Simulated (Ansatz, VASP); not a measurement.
**One calculation of Al, two programs**

INCAR

```
SYSTEM = Al
  PREC = Accurate
  ENCUT = 520
  EDIFF = 1E-6
  ISMEAR = 1
  SIGMA = 0.1
  LREAL = .FALSE.
  LASPH = .TRUE.
  NELM = 80
  ALGO = Normal
  ISIF = 2
  LWAVE = .FALSE.
  LCHARG = .TRUE.
  GGA = PS
  LELF = .TRUE.
  LVHAR = .TRUE.
  NBANDS = 8
```

Contents of KPOINTS:

```
regular mesh
0
G
  10 10 10
  0 0 0
```

The input POSCAR:

```
Al
1.0
   -1.5912186900      1.5912186900      1.5912186900
    1.5912186900     -1.5912186900      1.5912186900
    1.5912186900      1.5912186900     -1.5912186900
Al
1
Direct
    0.0000000000      0.0000000000      0.0000000000
```

Input for Ansatz:

```yaml
crystal:
  lattice:
    - [-1.59121869, 1.59121869, 1.59121869]
    - [1.59121869, -1.59121869, 1.59121869]
    - [1.59121869, 1.59121869, -1.59121869]
  atoms:
    - { symbol: Al, position: [0.0, 0.0, 0.0] }
basis:
  ecutwfc: 500.0
kpoints:
  mp_grid:
    grid: [10, 10, 10]
hamiltonian:
  xc: pbesol
scf:
  occupations:
    method: cold
output:
  forces: true
  stress: true
```

Alike in both runs: task single point; functional PBEsol; k mesh 10 × 10 × 10; no spin polarisation.

|  | VASP | Ansatz |
| --- | --- | --- |
| version | VASP 6.6.1 | Ansatz 0.2.0 |
| potentials or method | VASP PAW PBE potentials, release 64 (Al), cutoff 520 eV | plane waves, PAW |
| occupations | methfessel-paxton of order 1, width 0.1 eV | cold |
| valence electrons in the cell | 3 | 3 |

VASP gave:

| Item | Value |
| --- | --- |
| pressure (GPa) | 2.8 |

Question: What did Ansatz give for the same quantities?

Answer: Pressure (GPa): 2.7.

VASP's potentials were made for PBE, not for PBEsol.
